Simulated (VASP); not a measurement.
W: single point with PBE

W:

```
W
1.0
    -1.58234    1.58234    1.58234
     1.58234   -1.58234    1.58234
     1.58234    1.58234   -1.58234
W
1
Direct
  0.00000 0.00000 0.00000
```

* Program: VASP 6.6.1
* Task: single point
* Functional: PBE
* Potentials or basis: VASP PAW PBE potentials, release 64 (W_sv)
* Cutoff: 520 eV
* k mesh: 17 × 17 × 17
* Occupations: fermi-dirac, width 0.03 eV
* Spin: collinear spin, ferromagnetic start
* Starting moments: [0.2] μB
* Fixed moment: 0.2 μB

```yaml
Pressure: 6.3 GPa
Net_moment: 0.20 μB per cell
Site_moments: W +0.15 μB
Valence_electrons_inside_the_program's_atomic_spheres: W 12.10
```

Run time: 97 s on 1 thread of Intel Xeon 8259CL, on a shared host, peak memory 0.18 GiB.

Caveat: the total moment is fixed, so each spin has its own Fermi level.
